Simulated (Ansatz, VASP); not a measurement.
# One calculation of BaTiO3, two programs

Contents of INCAR:

```
ALGO = Normal
EDIFF = 1E-7
ENCUT = 520
GGA = PE
ISIF = 2
ISMEAR = 0
LASPH = T
LCHARG = F
LREAL = F
LWAVE = F
NBANDS = 28
NELM = 60
PREC = Accurate
SIGMA = 0.01
```

Contents of KPOINTS:

```
k-points
0
Gamma
  6 6 6
```

POSCAR

```
BaTiO3
1.0
    3.9047408423      0.0000000000      0.0000000000
    0.0000000000      3.9047408423      0.0000000000
    0.0000000000      0.0000000000      4.1123374271
Ba Ti O
1 1 3
Direct
    0.0000000000      0.0000000000     -0.0104426122
    0.5000000000      0.5000000000      0.4722700988
    0.5000000000      0.5000000000      0.0405145067
    0.5000000000      0.0000000000      0.5203290034
    0.0000000000      0.5000000000      0.5203290034
```

Input for Ansatz:

```yaml
crystal:
  lattice:
    - [3.9047408423, 0.0, 0.0]
    - [0.0, 3.9047408423, 0.0]
    - [0.0, 0.0, 4.1123374271]
  atoms:
    - { symbol: Ba, position: [0.0, 0.0, -0.0104426122] }
    - { symbol: Ti, position: [0.5, 0.5, 0.4722700988] }
    - { symbol: O, position: [0.5, 0.5, 0.0405145067] }
    - { symbol: O, position: [0.5, 0.0, 0.5203290034] }
    - { symbol: O, position: [0.0, 0.5, 0.5203290034] }
kpoints:
  mp_grid: { grid: [6, 6, 6] }
hamiltonian:
  xc: pbe
scf:
  occupations: { method: fixed }
  n_extra_bands: 5
output:
  forces: true
  stress: true
  eigenvalues: true
```

Alike in both runs: task single point; functional PBE; k mesh 6 × 6 × 6; no spin polarisation.

```csv
,VASP,Ansatz
version,VASP 6.6.1,Ansatz 0.2.0
potentials or method,"VASP PAW PBE potentials, release 64 (Ba_sv, Ti_sv, O)","plane waves, PAW"
plane-wave cutoff (eV),520,420
occupations,"gaussian, width 0.01 eV",fixed
valence electrons in the cell,40,40
```

VASP gave:

* gap on the k mesh at the Fermi level (eV): 1.92
* pressure (GPa): 13.0
* traceless stress, the component that is largest in VASP (GPa): -0.15
* rms of the force components (eV/Å): 0.316

Estimate Ansatz's values.

gap on the k mesh at the Fermi level (eV): 1.98; pressure (GPa): 11.0; traceless stress, the component that is largest in VASP (GPa): -0.18; rms of the force components (eV/Å): 0.284.

Atom by atom the forces differ by 0.037 eV/Å (rms over components).

Spin-orbit coupling is off throughout.
